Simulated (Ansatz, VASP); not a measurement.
## SiO2: VASP beside Ansatz

```
CELL_PARAMETERS angstrom
2.68632 -0.06693 0.00000
-1.28534 2.35981 0.00000
0.00000 0.00000 37.22316
ATOMIC_POSITIONS crystal
Si 0.50000 0.50000 0.21583
Si 0.50000 0.50000 0.34833
O 0.16665 0.83335 0.24046
O 0.83335 0.16665 0.19118
O 0.83335 0.16665 0.37299
O 0.16665 0.83335 0.32371
```

Alike in both runs: task single point; functional r2SCAN; k mesh 12 × 12 × 1; occupations gaussian, width 0.02 eV; no spin polarisation.

```csv
,VASP,Ansatz
version,VASP 6.6.1,Ansatz 0.2.0
potentials or method,"VASP PAW PBE potentials, release 64 (Si, O), cutoff 520 eV","scalar-relativistic, plane waves, PAW"
valence electrons in the cell,32,32
```

```tsv
	VASP	Ansatz	Ansatz less VASP
gap on the k mesh at the Fermi level (eV)	7.33	7.34	+0.016
least direct gap on the mesh (eV)	7.81	7.82	+0.005
rms of the force components (eV/Å)	0.262	0.269	+0.0065
```

VASP's potentials were made for PBE, not for r2SCAN. Atom by atom the forces differ by 0.007 eV/Å (rms over components). Ansatz's warnings: xc potential rough in thin density.
